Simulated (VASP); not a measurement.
# BaTiO3 (P4mm) in VASP: notebook

The runs below take BaTiO3 through single point, with PBE.

All numbers are computed with VASP 6.6.1; they aren't measurements. Logs are shortened: lines on timing, memory, paths and dates and some standing lists are left out, and cuts for length are marked.

## (1) The cell of the first run

Symmetry: P4mm, No. 99, tetragonal system. The conventional cell has a = 3.927 Å, b = 3.927 Å, c = 3.945 Å, α = 90.00°, β = 90.00°, γ = 90.00°. Ba (site symmetry 4mm) has 12 O at 2.74 to 2.83 Å and 8 Ti at 3.38 to 3.43 Å within 3.6 Å. Ti (site symmetry 4mm) has 6 O at 1.86 to 2.09 Å within 2.5 Å. O (site symmetry 4mm) has 2 Ti at 1.86 to 2.09 Å within 2.5 Å. Within 2.6 Å of O (site symmetry 2mm) lie 2 Ti at 1.97 Å.

## (2) Single point, PBE

INCAR reads:

```
SYSTEM = BaTiO3
  PREC = Accurate
  ENCUT = 600
  EDIFF = 1E-6
  ISMEAR = 0
  SIGMA = 0.01
  LREAL = .FALSE.
  LASPH = .TRUE.
  NELM = 120
  ALGO = Normal
  ISIF = 2
  LWAVE = .FALSE.
  LCHARG = .FALSE.
  GGA = PE
  NBANDS = 28
  GGA_COMPAT = .FALSE.
```

KPOINTS reads:

```
regular mesh
0
G
  6 6 6
  0 0 0
```

POSCAR reads:

```
BaTiO3
1.0
    3.9273894682      0.0000000000      0.0000000000
    0.0000000000      3.9273894682      0.0000000000
    0.0000000000      0.0000000000      3.9452599838
Ba Ti O
1 1 3
Direct
    0.0000000000      0.0000000000      0.0000000000
    0.5000000000      0.5000000000      0.4900000000
    0.5000000000      0.5000000000      0.0190000000
    0.5000000000      0.0000000000      0.5170000000
    0.0000000000      0.5000000000      0.5170000000
```

Potentials or basis: VASP PAW PBE potentials, release 64 (Ba_sv, Ti_sv, O).

Started as:

```console
cat potpaw_PBE.64/Ba_sv/POTCAR potpaw_PBE.64/Ti_sv/POTCAR potpaw_PBE.64/O/POTCAR > POTCAR
mpirun -np 1 vasp_std > vasp.out
```

OUTCAR:

```text
SYSTEM = BaTiO3
   PREC = Accurate
   ENCUT = 600
   EDIFF = 1E-6
   ISMEAR = 0
   LREAL = .FALSE.
   LASPH = .TRUE.
   NELM = 120
   ISIF = 2
   GGA = PE

 ion  position               nearest neighbor table
   1  0.000  0.000  0.000-   4 2.74   5 2.74   5 2.74   4 2.74   3 2.78   3 2.78   3 2.78   3 2.78
                             4 2.83   5 2.83   5 2.83   4 2.83   2 3.38   2 3.38   2 3.38   2 3.38
   2  0.500  0.500  0.490-   3 1.86   4 1.97   5 1.97   4 1.97   5 1.97   3 2.09   1 3.38   1 3.38
                             1 3.38   1 3.38   1 3.43   1 3.43   1 3.43   1 3.43
   3  0.500  0.500  0.019-   2 1.86   2 2.09   1 2.78   1 2.78   1 2.78   1 2.78
   4  0.500  0.000  0.517-   2 1.97   2 1.97   1 2.74   1 2.74   1 2.83   1 2.83
   5  0.000  0.500  0.517-   2 1.97   2 1.97   1 2.74   1 2.74   1 2.83   1 2.83

  LATTYP: Found a simple tetragonal cell.
 ALAT       =     3.9273894682
 C/A-ratio  =     1.0045502275

  Lattice vectors:

 A1 = (   3.9273894682,   0.0000000000,   0.0000000000)
 A2 = (   0.0000000000,   3.9273894682,   0.0000000000)
 A3 = (   0.0000000000,   0.0000000000,   3.9452599838)

Analysis of symmetry for initial positions (statically):
=====================================================================
 Subroutine PRICEL returns:
 Original cell was already a primitive cell.

 Routine SETGRP: Setting up the symmetry group for a
 simple tetragonal supercell.

 Subroutine GETGRP returns: Found  8 space group operations
 (whereof  8 operations were pure point group operations)
 out of a pool of 16 trial point group operations.

The static configuration has the point symmetry C_4v.

Analysis of symmetry for dynamics (positions and initial velocities):
=====================================================================
 Subroutine PRICEL returns:
 Original cell was already a primitive cell.

 Routine SETGRP: Setting up the symmetry group for a
 simple tetragonal supercell.

 Subroutine GETGRP returns: Found  8 space group operations
 (whereof  8 operations were pure point group operations)
 out of a pool of 16 trial point group operations.

The dynamic configuration has the point symmetry C_4v.

 Subroutine INISYM returns: Found  8 space group operations
 (whereof  8 operations are pure point group operations),
 and found     1 'primitive' translations

----------------------------------------------------------------------------------------

                                     Primitive cell

  volume of cell :      60.8532

  direct lattice vectors                    reciprocal lattice vectors
     3.927389468  0.000000000  0.000000000     0.254622061  0.000000000  0.000000000
     0.000000000  3.927389468  0.000000000     0.000000000  0.254622061  0.000000000
     0.000000000  0.000000000  3.945259984     0.000000000  0.000000000  0.253468720

  length of vectors
     3.927389468  3.927389468  3.945259984     0.254622061  0.254622061  0.253468720

  position of ions in fractional coordinates (direct lattice)
     0.000000000  0.000000000  0.000000000
     0.500000000  0.500000000  0.490000000
     0.500000000  0.500000000  0.019000000
     0.500000000  0.000000000  0.517000000
     0.000000000  0.500000000  0.517000000

  ion indices of the primitive-cell ions
   primitive index   ion index
                 1           1
                 2           2
                 3           3
                 4           4
                 5           5

----------------------------------------------------------------------------------------

 KPOINTS: regular mesh

Automatic generation of k-mesh.
 Grid dimensions read from file:
 generate k-points for:    6    6    6

 Generating k-lattice:

  Cartesian coordinates                     Fractional coordinates (reciprocal lattice)
     0.042437010  0.000000000  0.000000000     0.166666667  0.000000000  0.000000000
     0.000000000  0.042437010  0.000000000     0.000000000  0.166666667  0.000000000
     0.000000000  0.000000000  0.042244787     0.000000000  0.000000000  0.166666667

  Length of vectors
     0.042437010  0.042437010  0.042244787

  Shift w.r.t. Gamma in fractional coordinates (k-lattice)
     0.000000000  0.000000000  0.000000000

 Subroutine IBZKPT returns following result:
 ===========================================

 Found     40 irreducible k-points:

 Following reciprocal coordinates:
            Coordinates               Weight
  0.000000  0.000000  0.000000      1.000000
  0.166667  0.000000  0.000000      4.000000
  0.333333  0.000000  0.000000      4.000000
  0.500000  0.000000  0.000000      2.000000
  0.166667  0.166667  0.000000      4.000000
  0.333333  0.166667  0.000000      8.000000
[... 16 lines left out ...]
  0.333333  0.000000  0.333333      8.000000
  0.500000  0.000000  0.333333      4.000000
 [... further k-points ...]
   k-points           NKPTS =     40   k-points in BZ     NKDIM =     40   number of bands    NBANDS=     28
   number of dos      NEDOS =    301   number of ions     NIONS =      5
   total plane-waves  NPLWV =  32768
   dimension x,y,z NGX =    32 NGY =   32 NGZ =   32
   dimension x,y,z NGXF=    64 NGYF=   64 NGZF=   64
   ions per type =               1   1   3
   NGX,Y,Z   is equivalent  to a cutoff of  13.55, 13.55, 13.48 a.u.
   NGXF,Y,Z  is equivalent  to a cutoff of  27.09, 27.09, 26.97 a.u.
 SYSTEM =  BaTiO3
   PREC   = accura    normal or accurate (medium, high low for compatibility)
   ISTART =      0    job   : 0-new  1-cont  2-samecut
   ICHARG =      2    charge: 1-file 2-atom 10-const
   ISPIN  =      1    spin polarized calculation?
   LNONCOLLINEAR =      F non collinear calculations
   LSORBIT =      F    spin-orbit coupling
   LASPH  =      T    aspherical Exc in radial PAW
   ENCUT  =  600.0 eV  44.10 Ry    6.64 a.u.   7.84  7.84  7.88*2*pi/ulx,y,z
   NELM   =    120;   NELMIN=  2; NELMDL= -5     # of ELM steps
   EDIFF  = 0.1E-05   stopping-criterion for ELM
   LREAL  =      F    real-space projection
   EDIFFG = 0.1E-04   stopping-criterion for IOM
   NSW    =      0    number of steps for IOM
   IBRION =     -1    ionic relax: 0-MD 1-quasi-New 2-CG
   NFREE  =      0    steps in history (QN), initial steepest desc. (CG)
   ISIF   =      2    stress and relaxation
   ISYM   =      2    0-nonsym 1-usesym 2-fastsym
   POTIM  = 0.5000    time-step for ionic-motion
   TEBEG  =    0.0;   TEEND  =   0.0 temperature during run
   PSTRESS=    0.0 pullay stress
   NELECT =      40.0000    total number of electrons
   NUPDOWN=      -1.0000    fix difference up-down
   EMIN   =  10.00;   EMAX   =-10.00  energy-range for DOS
   EFERMI =   0.00;   METHOD = LEGACY
   ISMEAR =     0;   SIGMA  =   0.01  broadening in eV -4-tet -1-fermi 0-gaus
   EFERMI_NEDOS =   21; number of points for ismear=-14 and -15
   IALGO  =     38    algorithm
   IMIX   =      4    mixing-type and parameters
     AMIX     =   0.40;   BMIX     =  1.00
     AMIX_MAG =   1.60;   BMIX_MAG =  1.00
  volume/ion in A,a.u.               =      12.17        82.13
  Fermi-wavevector in a.u.,A,eV,Ry     =   1.423422  2.689877 27.567170  2.026130
  Thomas-Fermi vector in A             =   2.544021
   LORBIT       =      0    0 simple, 1 ext, 2 COOP (PROOUT), +10 PAW based schemes
   GGA     = PE    functional components
   LHFCALC =     F    Hartree Fock is set to
   AEXX    =    0.0000 exact exchange contribution
   IVDW    =     0    specifies the selected vdW correction
   LEPSILON=     F    determine dielectric tensor
   LRPA    =     F    only Hartree local field effects (RPA)
 non-spin polarized calculation
 Gauss-broadening in eV      SIGMA  =   0.01
  energy-cutoff  :      600.00
  volume of cell :       60.85
 maximum number of plane-waves:      2048
 NGX is ok and might be reduce to    32
   NGX = 15   NGY = 15   NGZ = 15

 number of electron      39.9999981 magnetization

 Free energy of the ion-electron system (eV)
  ---------------------------------------------------
  ext. energy  EPLUGINS =         0.00000000
  ---------------------------------------------------
  free energy    TOTEN  =       -39.78276522 eV

  energy without entropy =      -39.78276522  energy(sigma->0) =      -39.78276522

 E-fermi :   4.4617     XC(G=0): -11.5333

 val. band max:        4.2793147178   @ k =   0.5000   0.5000   0.5000
 cond. band min:       6.1597466952   @ k =   0.0000   0.0000   0.0000
 fundamental gap:      1.8804319774
 Fermi energy:         4.4617068944

 k-point     1 :       0.0000    0.0000    0.0000
  band No.  band energies     occupation
      1     -52.0877      2.00000
      2     -28.3673      2.00000
      3     -28.3305      2.00000
      4     -28.3305      2.00000
      5     -20.4650      2.00000
      6     -12.7619      2.00000
[... 20 lines left out ...]
     27       9.3965      0.00000
     28      12.2000      0.00000

 k-point     2 :       0.1667    0.0000    0.0000
  band No.  band energies     occupation
      1     -52.0873      2.00000
      2     -28.3666      2.00000
      3     -28.3480      2.00000
      4     -28.3298      2.00000
      5     -20.4257      2.00000
      6     -12.8084      2.00000
[... 20 lines left out ...]
     27       9.9408      0.00000
     28      12.8632      0.00000

 k-point     3 :       0.3333    0.0000    0.0000
  band No.  band energies     occupation
      1     -52.0866      2.00000
      2     -28.3829      2.00000
      3     -28.3652      2.00000
      4     -28.3284      2.00000
      5     -20.3448      2.00000
      6     -12.9959      2.00000
[... 20 lines left out ...]
     27      11.2726      0.00000
     28      12.7799      0.00000

 k-point     4 :       0.5000    0.0000    0.0000
  band No.  band energies     occupation
      1     -52.0863      2.00000
      2     -28.4001      2.00000
      3     -28.3645      2.00000
      4     -28.3278      2.00000
      5     -20.3032      2.00000
      6     -13.1091      2.00000
[... 578 lines left out ...]
     27      11.8066      0.00000
     28      13.1828      0.00000

 k-point    23 :       0.3333    0.0000    0.3333
  band No.  band energies     occupation
      1     -52.0856      2.00000
      2     -28.4142      2.00000
      3     -28.3796      2.00000
      4     -28.3266      2.00000
      5     -20.2630      2.00000
      6     -12.6800      2.00000
[... 20 lines left out ...]
     27      13.0065      0.00000
     28      13.2615      0.00000

 k-point    24 :       0.5000    0.0000    0.3333
  band No.  band energies     occupation
      1     -52.0853      2.00000
      2     -28.4130      2.00000
      3     -28.3965      2.00000
      4     -28.3259      2.00000
      5     -20.2336      2.00000
      6     -12.6397      2.00000
[... 20 lines left out ...]
     27      12.7622      0.00000
     28      14.0701      0.00000

 [... further k-points ...]

------------------------ aborting loop because EDIFF is reached ----------------------------------------

  FORCE on cell =-STRESS in cart. coord.  units (eV):
  Direction    XX          YY          ZZ          XY          YZ          ZX
  --------------------------------------------------------------------------------------
  -------------------------------------------------------------------------------------
  Total        5.5774916      5.5774916      6.0215404      0.0000000      0.0000000      0.0000000
  in kB      146.8472912    146.8472912    158.5384523      0.0000000      0.0000000      0.0000000
  external PRESSURE =     150.7443449 kB  Pullay stress =       0.0000000 kB

 VOLUME and BASIS-vectors are now :
 -----------------------------------------------------------------------------
  energy-cutoff  :      600.00
  volume of cell :       60.85
      direct lattice vectors                 reciprocal lattice vectors
     3.927389468  0.000000000  0.000000000     0.254622061  0.000000000  0.000000000
     0.000000000  3.927389468  0.000000000     0.000000000  0.254622061  0.000000000
     0.000000000  0.000000000  3.945259984     0.000000000  0.000000000  0.253468720

 POSITION                                       TOTAL-FORCE (eV/Angst)
 -----------------------------------------------------------------------------------
      0.00000      0.00000      0.00000         0.000000     -0.000000      0.133223
      1.96369      1.96369      1.93318         0.000000      0.000000      0.150987
      1.96369      1.96369      0.07496         0.000000     -0.000000     -0.084107
      1.96369      0.00000      2.03970         0.000000     -0.000000     -0.100052
      0.00000      1.96369      2.03970         0.000000     -0.000000     -0.100052
 -----------------------------------------------------------------------------------
    total drift:                                0.000000     -0.000000      0.000609

  FREE ENERGIE OF THE ION-ELECTRON SYSTEM (eV)
  ---------------------------------------------------
  free  energy   TOTEN  =       -39.7827652243 eV

  energy  without entropy=      -39.7827652243  energy(sigma->0) =      -39.78276522
```

Run time: 1.7 min. Hardware: 1 thread of Intel Xeon 8259CL, shared host; peak memory 0.23 GiB.

What came out:

```
Free energy            : -39.7828 eV
Pressure               : 15.1 GPa
Largest force          : 0.151 eV/Å
Band gap on the k mesh : 1.88 eV (least direct gap 2.13 eV)
```

Forces on the atoms (eV/Å):
```
Ba   0.000  0.000  0.133
Ti   0.000  0.000  0.151
O    0.000  0.000 -0.084
O    0.000  0.000 -0.100
O    0.000  0.000 -0.100
```

Stress tensor (GPa, compression positive):
```
14.68  0.00  0.00
 0.00 14.68  0.00
 0.00  0.00 15.85
```

Caveat: the cell stands under pressure; spin-orbit coupling is left out, which moves the levels of the heavy elements.

## (3) Single point, PBE

This run uses another cell than the first one, of 12.51 Å³/atom.

INCAR reads:

```
SYSTEM = BaTiO3
PREC = Accurate
ENCUT = 600
EDIFF = 1E-6
ISMEAR = 0
SIGMA = 0.01
LREAL = .False.
LASPH = .True.
NELM = 120
ALGO = Normal
ISIF = 2
LWAVE = .False.
LCHARG = .True.
GGA = PE
LELF = .True.
LVHAR = .True.
NBANDS = 28
GGA_COMPAT = .False.
```

KPOINTS reads:

```
Automatic mesh
0
Gamma
  6 6 6
  0 0 0
```

POSCAR, as its differences from that of step 2:

```diff
@@ -2,5 +2,5 @@
 1.0
-    3.9273894682      0.0000000000      0.0000000000
-    0.0000000000      3.9273894682      0.0000000000
-    0.0000000000      0.0000000000      3.9452599838
+    3.9639254218      0.0000000000      0.0000000000
+    0.0000000000      3.9639254218      0.0000000000
+    0.0000000000      0.0000000000      3.9819621843
 Ba Ti O
```

Potentials or basis: VASP PAW PBE potentials, release 64 (Ba_sv, Ti_sv, O).

Started as:

```console
cat potpaw_PBE.64/Ba_sv/POTCAR potpaw_PBE.64/Ti_sv/POTCAR potpaw_PBE.64/O/POTCAR > POTCAR
mpirun -np 1 vasp_std > vasp.out
```

OUTCAR:

```text
SYSTEM = BaTiO3
   PREC = Accurate
   ENCUT = 600
   EDIFF = 1E-6
   ISMEAR = 0
   LREAL = .False.
   LASPH = .True.
   NELM = 120
   ISIF = 2
   GGA = PE

 ion  position               nearest neighbor table
   1  0.000  0.000  0.000-   4 2.76   5 2.76   5 2.76   4 2.76   3 2.80   3 2.80   3 2.80   3 2.80
                             4 2.86   5 2.86   5 2.86   4 2.86   2 3.42   2 3.42   2 3.42   2 3.42
   2  0.500  0.500  0.490-   3 1.88   4 1.98   5 1.98   4 1.98   5 1.98   3 2.11   1 3.42   1 3.42
                             1 3.42   1 3.42   1 3.46   1 3.46   1 3.46   1 3.46
   3  0.500  0.500  0.019-   2 1.88   2 2.11   1 2.80   1 2.80   1 2.80   1 2.80
   4  0.500  0.000  0.517-   2 1.98   2 1.98   1 2.76   1 2.76   1 2.86   1 2.86
   5  0.000  0.500  0.517-   2 1.98   2 1.98   1 2.76   1 2.76   1 2.86   1 2.86

  LATTYP: Found a simple tetragonal cell.
 ALAT       =     3.9639254218
 C/A-ratio  =     1.0045502275

  Lattice vectors:

 A1 = (   3.9639254218,   0.0000000000,   0.0000000000)
 A2 = (   0.0000000000,   3.9639254218,   0.0000000000)
 A3 = (   0.0000000000,   0.0000000000,   3.9819621843)

Analysis of symmetry for initial positions (statically):
[... 183 lines left out ...]
 cond. band min:       5.8829584110   @ k =   0.0000   0.0000   0.0000
 fundamental gap:      1.8258261342
 Fermi energy:         4.1014102770

 k-point     1 :       0.0000    0.0000    0.0000
  band No.  band energies     occupation
      1     -52.4299      2.00000
      2     -28.6893      2.00000
      3     -28.6561      2.00000
      4     -28.6561      2.00000
      5     -20.7422      2.00000
      6     -12.9261      2.00000
[... 733 lines left out ...]
     27      12.3564      0.00000
     28      13.7496      0.00000

 [... further k-points ...]

------------------------ aborting loop because EDIFF is reached ----------------------------------------

  FORCE on cell =-STRESS in cart. coord.  units (eV):
  Direction    XX          YY          ZZ          XY          YZ          ZX
  --------------------------------------------------------------------------------------
  -------------------------------------------------------------------------------------
  Total        3.4404372      3.4404372      3.8477820      0.0000000      0.0000000      0.0000000
  in kB       88.1000451     88.1000451     98.5310158      0.0000000      0.0000000      0.0000000
  external PRESSURE =      91.5770353 kB  Pullay stress =       0.0000000 kB

 VOLUME and BASIS-vectors are now :
 -----------------------------------------------------------------------------
  energy-cutoff  :      600.00
  volume of cell :       62.57
      direct lattice vectors                 reciprocal lattice vectors
     3.963925422  0.000000000  0.000000000     0.252275180  0.000000000  0.000000000
     0.000000000  3.963925422  0.000000000     0.000000000  0.252275180  0.000000000
     0.000000000  0.000000000  3.981962184     0.000000000  0.000000000  0.251132470

 POSITION                                       TOTAL-FORCE (eV/Angst)
 -----------------------------------------------------------------------------------
      0.00000      0.00000      0.00000         0.000000     -0.000000      0.102750
      1.98196      1.98196      1.95116         0.000000      0.000000      0.010506
      1.98196      1.98196      0.07566         0.000000      0.000000      0.105346
      1.98196      0.00000      2.05867         0.000000     -0.000000     -0.109301
      0.00000      1.98196      2.05867        -0.000000     -0.000000     -0.109301
 -----------------------------------------------------------------------------------
    total drift:                                0.000000     -0.000000      0.000642

  FREE ENERGIE OF THE ION-ELECTRON SYSTEM (eV)
  ---------------------------------------------------
  free  energy   TOTEN  =       -39.9153491389 eV

  energy  without entropy=      -39.9153491389  energy(sigma->0) =      -39.91534914
```

Run time: 1.7 min. Hardware: 1 thread of Intel Xeon 8259CL, shared host; peak memory 0.23 GiB.

What came out:

```yaml
Free_energy: -39.9153 eV
Pressure: 9.2 GPa
Largest_force: 0.109 eV/Å
Band_gap_on_the_k_mesh: 1.83 eV (least direct gap 2.10 eV)
```

Forces in eV/Å, atoms in the order of the input:
```
Ba   0.000  0.000  0.103
Ti   0.000  0.000  0.011
O    0.000  0.000  0.105
O    0.000  0.000 -0.109
O    0.000  0.000 -0.109
```

Levels at points of the mesh, in eV from the valence-band top:
```tsv
k point	band 16	band 17	band 18	band 19	band 20	band 21	band 22	band 23	band 24	band 25
(0.00, 0.00, 0.00)	-1.27	-1.18	-0.28	-0.27	-0.27	1.83	2.05	2.05	4.15	4.25
(0.50, 0.00, 0.00)	-2.01	-1.86	-1.76	-0.95	-0.84	2.20	3.62	3.66	4.21	6.11
(0.50, 0.50, 0.00)	-2.81	-1.75	-0.96	-0.96	-0.09	3.67	3.67	4.07	4.91	7.92
(0.00, 0.00, 0.50)	-1.98	-1.98	-1.98	-0.70	-0.70	2.00	3.69	3.69	4.16	6.26
(0.50, 0.00, 0.50)	-2.78	-1.71	-0.89	-0.87	-0.17	3.65	3.70	4.06	5.03	7.87
(0.50, 0.50, 0.50)	-2.44	-2.41	-0.09	-0.09	0.00	4.33	4.33	4.33	6.67	6.82
```

Caveat: the cell stands under pressure; spin-orbit coupling is left out, which moves the levels of the heavy elements. A k mesh can miss the band edges.

(Continued in part 2 of 2.)
